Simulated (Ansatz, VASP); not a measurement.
## Two plane-wave programs on SiC

```
Si C
1.0
     0.00000    2.22104    2.22104
     2.22104    0.00000    2.22104
     2.22104    2.22104    0.00000
Si C
1 1
Direct
  0.00000 0.00000 0.00000
  0.25000 0.25000 0.25000
```

Alike in both runs: task relaxation of the atoms; functional r2SCAN; k mesh 12 × 12 × 12; occupations fermi-dirac, width 0.02 eV; no spin polarisation.

|  | VASP | Ansatz |
| --- | --- | --- |
| version | VASP 6.6.1 | Ansatz 0.2.0 |
| potentials or method | VASP PAW PBE potentials, release 64 (Si, C), cutoff 520 eV | PAW plane waves |
| valence electrons in the cell | 8 | 8 |

|  | VASP | Ansatz | Ansatz less VASP |
| --- | --- | --- | --- |
| gap on the k mesh at the Fermi level, each at its own relaxed structure (eV) | 1.76 | 1.75 | -0.012 |

VASP's potentials were made for PBE, not for r2SCAN. Ansatz's warnings: stress scf threshold loose.

Noted on VASP's run: the relaxation stopped at its first step, so nothing moved.
